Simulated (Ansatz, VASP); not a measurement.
## One calculation of ZrTa3N4, two programs

File INCAR:

```
SYSTEM = ZrTa3N4
ALGO = Normal
EDIFF = 1E-6
EDIFFG = -0.01
ENCUT = 600
GGA = PE
IBRION = 2
ISIF = 3
ISMEAR = 0
LASPH = .TRUE.
LCHARG = .FALSE.
LREAL = .FALSE.
LWAVE = .FALSE.
NELM = 80
NSW = 100
PREC = Accurate
SIGMA = 0.1
```

KPOINTS

```
k-points
0
G
  12 12 4
  0 0 0
```

POSCAR

```
ZrTa3N4
1.0
    2.9871538659      0.0000000000      0.0000000000
   -1.4935769330      2.5869511329      0.0000000000
    0.0000000000      0.0000000000     11.6526037043
Zr Ta N
1 3 4
Direct
    0.0000000000      0.0000000000      0.0000000000
    0.0000000000      0.0000000000      0.5000000000
    0.0000000000      0.0000000000      0.7482380788
    0.0000000000      0.0000000000      0.2517619212
    0.3333333333      0.6666666667      0.6229012406
    0.3333333333      0.6666666667      0.3770987594
    0.3333333333      0.6666666667      0.8660725999
    0.3333333333      0.6666666667      0.1339274001
```

Input for Ansatz:

```yaml
crystal:
  lattice:
    - [2.9871538659, 0.0, 0.0]
    - [-1.493576933, 2.5869511329, 0.0]
    - [0.0, 0.0, 11.6526037043]
  atoms:
    - { symbol: Zr, position: [0.0, 0.0, 0.0] }
    - { symbol: Ta, position: [0.0, 0.0, 0.5] }
    - { symbol: Ta, position: [0.0, 0.0, 0.7482380788] }
    - { symbol: Ta, position: [0.0, 0.0, 0.2517619212] }
    - { symbol: "N", position: [0.3333333333, 0.6666666667, 0.6229012406] }
    - { symbol: "N", position: [0.3333333333, 0.6666666667, 0.3770987594] }
    - { symbol: "N", position: [0.3333333333, 0.6666666667, 0.8660725999] }
    - { symbol: "N", position: [0.3333333333, 0.6666666667, 0.1339274001] }
basis:
  ecutwfc: 420
kpoints:
  mp_grid: { grid: [12, 12, 4] }
hamiltonian:
  xc: pbe
scf:
  occupations: { method: gaussian, width: 0.1 }
output:
  forces: true
  stress: true
  eigenvalues: true
relax:
  adjacent_minimum: "off"
  f_tol: 0.01
  max_steps: 80
  cell: { stress_tol: 0.05 }
```

Alike in both runs: task relaxation of cell and atoms; functional PBE; k mesh 12 × 12 × 4; occupations gaussian, width 0.1 eV; no spin polarisation.

```csv
,VASP,Ansatz
version,VASP 6.6.1,Ansatz 0.2.0
potentials or method,"VASP PAW PBE potentials, release 64 (Zr_sv, Ta_pv, N), cutoff 600 eV","scalar-relativistic, plane waves, PAW"
valence electrons in the cell,65,71
```

Ansatz gave:

```
gap on the k mesh at the Fermi level, each at its own relaxed structure (eV) : none
relaxed volume (Å³/atom)                                                     : 11.24
relaxed length of the cell vector where the two differ most in proportion (Å)              : 11.637
```

Task: Which values does VASP return?

Result: gap on the k mesh at the Fermi level, each at its own relaxed structure (eV): none; relaxed volume (Å³/atom): 11.26; relaxed length of the cell vector where the two differ most in proportion (Å): 11.643.

A gap of «none» marks a metal or a gap that the smearing closes. VASP's potentials hold 65 valence electrons a cell and Ansatz's 71, so a difference there can come from the potentials and not from the codes.

Spin-orbit coupling is off throughout.
